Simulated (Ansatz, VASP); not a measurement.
# One calculation of BiB, two programs

```
CELL_PARAMETERS angstrom
0.00000 2.70608 2.70608
2.70608 0.00000 2.70608
2.70608 2.70608 0.00000
ATOMIC_POSITIONS crystal
B 0.00000 0.00000 0.00000
Bi 0.25000 0.25000 0.25000
```

Change from the starting cell: volume scaled by 0.9405.

Alike in both runs: task single point; functional PBE; k mesh 11 × 11 × 11; occupations fermi-dirac, width 0.05 eV; no spin polarisation.

|  | VASP | Ansatz |
| --- | --- | --- |
| version | VASP 6.6.1 | Ansatz 0.2.0 |
| potentials or method | VASP PAW PBE potentials, release 64 (B, Bi_d), cutoff 520 eV | all-electron LAPW, scalar-relativistic |

```tsv
	VASP	Ansatz	Ansatz less VASP
pressure (GPa)	5.0	5.1	+0.07
```

Ansatz ran all-electron here, and VASP with PAW potentials.

Spin-orbit coupling is off throughout.
